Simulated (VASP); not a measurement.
# MoS2 (P-3m1) in VASP: a series of runs, part 2 of 2

VASP 6.6.1.

## (4) Relaxation of cell and atoms, PBEsol

This run uses another cell than the first one, of 18.97 Å³/atom.

Input file INCAR:

```
SYSTEM = MoS2
PREC = Accurate
ENCUT = 600
EDIFF = 1E-6
ISMEAR = -1
SIGMA = 0.03
LREAL = .False.
LASPH = .True.
NELM = 80
ALGO = Normal
ISIF = 3
LWAVE = .False.
LCHARG = .False.
GGA = PS
IBRION = 2
NSW = 100
EDIFFG = -0.01
```

Input file KPOINTS:

```
regular mesh
0
Gamma
  9 9 4
  0 0 0
```

Input file POSCAR:

```
MoS2
1.0
    3.4245730400      0.0000000000      0.0000000000
   -1.7122865200      2.9657672500      0.0000000000
    0.0000000000      0.0000000000      5.6044338900
Mo S
1 2
Direct
    0.0000000000      0.0000000000      0.0000000000
    0.6666666700      0.3333333300      0.7620900300
    0.3333333300      0.6666666700      0.2379099700
```

Potentials or basis: VASP PAW PBE potentials, release 64 (Mo_sv, S).

Run with:

```sh
> cat potpaw_PBE.64/Mo_sv/POTCAR potpaw_PBE.64/S/POTCAR > POTCAR
> mpirun -np 1 vasp_std > vasp.out
```

OUTCAR:

```text
SYSTEM = MoS2
   PREC = Accurate
   ENCUT = 600
   EDIFF = 1E-6
   ISMEAR = -1
   LREAL = .False.
   LASPH = .True.
   NELM = 80
   ISIF = 3
   GGA = PS
   IBRION = 2
   NSW = 100
   EDIFFG = -0.01

 ion  position               nearest neighbor table
   1  0.000  0.000  0.000-   2 2.38   3 2.38   2 2.38   3 2.38   2 2.38   3 2.38
   2  0.667  0.333  0.762-   1 2.38   1 2.38   1 2.38
   3  0.333  0.667  0.238-   1 2.38   1 2.38   1 2.38

  LATTYP: Found a hexagonal cell.
 ALAT       =     3.4245730400
 C/A-ratio  =     1.6365350730

  Lattice vectors:

 A1 = (   3.4245730400,   0.0000000000,   0.0000000000)
 A2 = (  -1.7122865200,   2.9657672500,   0.0000000000)
 A3 = (   0.0000000000,   0.0000000000,   5.6044338900)

Analysis of symmetry for initial positions (statically):
=====================================================================
 Subroutine PRICEL returns:
 Original cell was already a primitive cell.

 Routine SETGRP: Setting up the symmetry group for a
 hexagonal supercell.

 Subroutine GETGRP returns: Found 12 space group operations
[... 174 lines left out ...]
  -------------------------------------------------------------------------------------
  Total       -1.5416989     -1.5416989      3.7154902      0.0000000      0.0000000      0.0000000
  in kB      -43.3945197    -43.3945197    104.5806792      0.0000000      0.0000000      0.0000000
  external PRESSURE =       5.9305466 kB  Pullay stress =       0.0000000 kB
[... 246 lines left out ...]
--------------------------------------- Ionic step        8  -------------------------------------------

 number of electron      26.0000000 magnetization

 Free energy of the ion-electron system (eV)
  ---------------------------------------------------
  ext. energy  EPLUGINS =         0.00000000
  ---------------------------------------------------
  free energy    TOTEN  =       -22.62652116 eV

  energy without entropy =      -22.62319195  energy(sigma->0) =      -22.62485655

 E-fermi :   7.9041     XC(G=0): -11.1456

 val. band max:        7.8539382957   @ k =   0.0000   0.0000   0.0000
 cond. band min:       7.9300274783   @ k =   0.3333   0.2222   0.0000
 fundamental gap:      0.0760891826
 Fermi energy:         7.9041377022

 k-point     1 :       0.0000    0.0000    0.0000
  band No.  band energies     occupation
      1     -53.7412      2.00000
      2     -27.8636      2.00000
      3     -27.7277      2.00000
      4     -27.7277      2.00000
      5      -7.2604      2.00000
      6      -5.6463      2.00000
[... 457 lines left out ...]
      4     -27.8028      2.00000
      5      -5.9686      2.00000
      6      -5.3774      2.00000
[... 9 lines left out ...]
     16      10.2631      0.00000
     17      11.3391      0.00000

 [... further k-points ...]

------------------------ aborting loop because EDIFF is reached ----------------------------------------

  FORCE on cell =-STRESS in cart. coord.  units (eV):
  Direction    XX          YY          ZZ          XY          YZ          ZX
  --------------------------------------------------------------------------------------
  -------------------------------------------------------------------------------------
  Total        0.0162371      0.0162371     -0.0075712      0.0000000      0.0000000     -0.0000000
  in kB        0.4965333      0.4965333     -0.2315305      0.0000000      0.0000000     -0.0000000
  external PRESSURE =       0.2538454 kB  Pullay stress =       0.0000000 kB
[... 18 lines left out ...]
  FREE ENERGIE OF THE ION-ELECTRON SYSTEM (eV)
  ---------------------------------------------------
  free  energy   TOTEN  =       -22.6265211607 eV

  energy  without entropy=      -22.6231919456  energy(sigma->0) =      -22.62485655

 reached required accuracy - stopping structural energy minimisation
```

OSZICAR:

```text
N       E                     dE             d eps       ncg     rms          rms(c)
DAV:   1     0.205948381015E+03    0.20595E+03   -0.14590E+04  1462   0.160E+03
DAV:   2    -0.156712048341E+02   -0.22162E+03   -0.21933E+03  1863   0.373E+02
DAV:   3    -0.237246071617E+02   -0.80534E+01   -0.79077E+01  1803   0.674E+01
[... 77 lines left out ...]
DAV:   2    -0.226266126486E+02    0.98794E-04   -0.23514E-03  1578   0.280E-01    0.783E-02
DAV:   3    -0.226265312855E+02    0.81363E-04   -0.55305E-04  1546   0.132E-01    0.296E-02
DAV:   4    -0.226265228496E+02    0.84359E-05   -0.43519E-05  1490   0.463E-02    0.131E-02
DAV:   5    -0.226265215120E+02    0.13376E-05   -0.51360E-06  1305   0.151E-02    0.444E-03
DAV:   6    -0.226265211607E+02    0.35123E-06   -0.41007E-07   735   0.500E-03
   8 F= -.22626521E+02 E0= -.22624857E+02  d E =-.187300E-02
```

It took 95 s on 1 thread of Intel Xeon 6975P-C (Granite Rapids), shared host; peak memory 0.22 GiB.

Results:

* Free energy: -22.6265 eV
* Relaxed volume: 17.46 Å³/atom
* Relaxed cell: a = 3.147 Å, b = 3.147 Å, c = 6.108 Å, α = 90.00°, β = 90.00°, γ = 120.00°
* Space group after relaxing (to 0.1 Å): P-3m1 (No. 164)
* Energy gained by relaxing: 178.1 meV/atom
* Ionic steps: 8
* Pressure after relaxing: 0.0 GPa
* Largest force after relaxing: 0.009 eV/Å
* Band gap on the k mesh: zero (bands 13 and 14 overlap by 1.05 eV)

Forces on the atoms (eV/Å):
```
Mo   0.000  0.000  0.000
S    0.000  0.000 -0.009
S    0.000  0.000  0.009
```

Step by step:
| step | energy change (eV) | largest force (eV/Å) | pressure (GPa) | volume (Å³) |
| --- | --- | --- | --- | --- |
| 1 | 0.0000 | 1.5411 | 0.59 | 56.92 |
| 2 | -0.3336 | 0.0556 | -6.91 | 57.37 |
| 3 | -0.3539 | 0.4448 | -8.75 | 57.44 |
| 4 | -0.5271 | 0.2134 | -2.45 | 53.32 |
| 5 | -0.5322 | 0.1681 | -1.15 | 52.62 |
| 6 | -0.5323 | 0.1602 | -0.91 | 52.51 |
| 7 | -0.5342 | 0.0355 | 0.17 | 52.38 |
| 8 | -0.5342 | 0.0092 | 0.03 | 52.39 |

Final structure:
```xyz
3
Lattice="3.1473 0.0000 0.0000 -1.5736 2.7256 0.0000 0.0000 0.0000 6.1076" Properties=species:S:1:pos:R:3 pbc="T T T"
Mo   -1.5736    2.7256    0.0000
S     1.5736    0.9085    4.5267
S     0.0000    1.8171    1.5810
```

Caveat: the PAW data sets were made with another functional, which shifts forces and pressure a little; this functional lacks dispersion, which binds the layers, so the pressure and a relaxed spacing across them are unreliable.

## (5) Relaxation of cell and atoms, r2SCAN+rVV10

Input file POSCAR:

```
MoS2
1.0
    3.1501776736      0.0000000000      0.0000000000
   -1.5750888368      2.7281338917      0.0000000000
    0.0000000000      0.0000000000      6.0543832515
Mo S
1 2
Direct
    0.0000000000      0.0000000000      0.0000000000
    0.6666666667      0.3333333333      0.7391776733
    0.3333333333      0.6666666667      0.2608223267
```

Input file INCAR.step1:

```
SYSTEM = MoS2
PREC = Accurate
ENCUT = 600
ISMEAR = -1
SIGMA = 0.03
LREAL = .FALSE.
LASPH = .TRUE.
NELM = 80
GGA = PE
ALGO = Normal
EDIFF = 1E-4
LWAVE = .TRUE.
LCHARG = .FALSE.
```

Input file INCAR.step2:

```
SYSTEM = MoS2
PREC = Accurate
ENCUT = 600
EDIFF = 1E-6
ISMEAR = -1
SIGMA = 0.03
LREAL = .FALSE.
LASPH = .TRUE.
NELM = 80
ALGO = Normal
ISIF = 3
LWAVE = .FALSE.
LCHARG = .FALSE.
METAGGA = R2SCAN
LMIXTAU = .TRUE.
LUSE_VDW = .TRUE.
IVDW_NL = 2
BPARAM = 11.95
CPARAM = 0.0093
IBRION = 2
NSW = 100
EDIFFG = -0.01
ISTART = 1
```

Input file KPOINTS:

```
Automatic mesh
0
G
  12 12 4
  0 0 0
```

Run with:

```sh
> cat potpaw_PBE.64/Mo_sv/POTCAR potpaw_PBE.64/S/POTCAR > POTCAR
> cp INCAR.step1 INCAR
> mpirun -np 1 vasp_std > vasp.out
> cp INCAR.step2 INCAR
> mpirun -np 1 vasp_std > vasp.out
```

It took 27 min on 1 thread of Intel Xeon 6975P-C (Granite Rapids), shared host; peak memory 0.39 GiB.

The run converged. Its results:

```yaml
Free_energy: -43.6744 eV
Relaxed_volume: 17.85 Å³/atom
Relaxed_cell: a = 3.221 Å, b = 3.221 Å, c = 5.958 Å, α = 90.00°, β = 90.00°, γ = 120.00°
Space_group_after_relaxing_to_0.1_Å: P-3m1 (No. 164)
Energy_gained_by_relaxing: 9.2 meV/atom
Ionic_steps: 16
Pressure_after_relaxing: 0.0 GPa
Band_gap_on_the_k_mesh: zero (bands 13 and 14 overlap by 1.26 eV)
```

Forces in eV/Å, atoms in the order of the input:
```
Mo   0.000  0.000  0.000
S    0.000  0.000 -0.003
S    0.000  0.000  0.003
```

Step by step:
```csv
step,energy change (eV),largest force (eV/Å),pressure (GPa),volume (Å³)
1,0.0000,0.0543,3.25,52.03
2,0.0025,0.6372,-4.23,54.72
3,-0.0151,0.2866,-0.54,53.30
4,-0.0262,0.0610,-0.11,53.63
5,-0.0272,0.0382,0.08,53.76
6,-0.0273,0.0261,0.05,53.75
7,-0.0273,0.0043,-0.15,53.80
8,-0.0273,0.0066,-0.15,53.79
9,-0.0273,0.0081,-0.12,53.78
10,-0.0274,0.0107,-0.12,53.73
11,-0.0274,0.0167,-0.10,53.63
12,-0.0274,0.0139,-0.11,53.68
13,-0.0275,0.0228,0.03,53.60
14,-0.0275,0.0267,0.08,53.57
15,-0.0275,0.0162,0.06,53.56
16,-0.0275,0.0029,0.02,53.54
```

Final structure:
```
Mo S
1.0
     3.22115    0.00000    0.00000
    -1.61058    2.78960    0.00000
     0.00000    0.00000    5.95812
Mo S
1 2
Cartesian
  0.0000 0.0000 0.0000
  1.6106 0.9299 4.4115
  0.0000 1.8597 1.5466
```

Levels at points of the mesh, in eV from the Fermi level:
| k point | band 10 | band 11 | band 12 | band 13 | band 14 | band 15 | band 16 | band 17 |
| --- | --- | --- | --- | --- | --- | --- | --- | --- |
| (0.00, 0.00, 0.00) | -1.57 | -1.18 | -1.00 | -1.00 | -0.40 | -0.40 | 3.23 | 3.23 |
| (0.50, 0.00, 0.00) | -4.35 | -3.68 | -2.05 | -1.72 | 1.01 | 1.82 | 3.90 | 3.91 |
| (0.00, 0.00, 0.50) | -4.14 | -1.01 | -1.01 | -0.55 | -0.55 | 0.14 | 3.57 | 3.57 |
| (0.50, 0.00, 0.50) | -4.47 | -2.38 | -2.28 | -1.72 | 1.01 | 1.86 | 3.27 | 4.77 |

Caveat: the PAW data sets were made with another functional, which shifts forces and pressure a little.

## (6) The runs side by side

| task | level | cell | k mesh | cutoff (eV) | gap on the mesh (eV) | pressure (GPa) | relaxed volume (Å³/atom) | largest force (eV/Å) |
| --- | --- | --- | --- | --- | --- | --- | --- | --- |
| single point | PBEsol | a = 3.150, b = 3.150, c = 6.054 Å, angles 90.0, 90.0, 120.0°, 3 atoms, atomic positions A | 9 × 9 × 4 | 520 | none | 0.0 | - | - |
| single point | r2SCAN+rVV10 | a = 3.220, b = 3.220, c = 5.949 Å, angles 90.0, 90.0, 120.0°, 3 atoms, atomic positions A | 12 × 12 × 4 | 520 | none | 0.2 | - | 0.01 |
| relaxation of cell and atoms | PBEsol | relaxed from a = 3.425, b = 3.425, c = 5.604 Å, angles 90.0, 90.0, 120.0°, 3 atoms, atomic positions B | 9 × 9 × 4 | 600 | none | 0.0 | 17.46 | 0.01 |
| relaxation of cell and atoms | r2SCAN+rVV10 | relaxed from a = 3.150, b = 3.150, c = 6.054 Å, angles 90.0, 90.0, 120.0°, 3 atoms, atomic positions A | 12 × 12 × 4 | 600 | none | 0.0 | 17.85 | - |

Alike in all rows: potentials or basis VASP PAW PBE potentials, release 64 (Mo_sv, S); no spin polarisation; smearing fermi-dirac 0.03 eV.

Caveats: the PAW data sets were made with another functional, which shifts forces and pressure a little; this functional lacks dispersion, which binds the layers, so the pressure and a relaxed spacing across them are unreliable (at least some runs).

Total energies depend on the potentials used, so only differences within one code and one set of settings carry meaning.
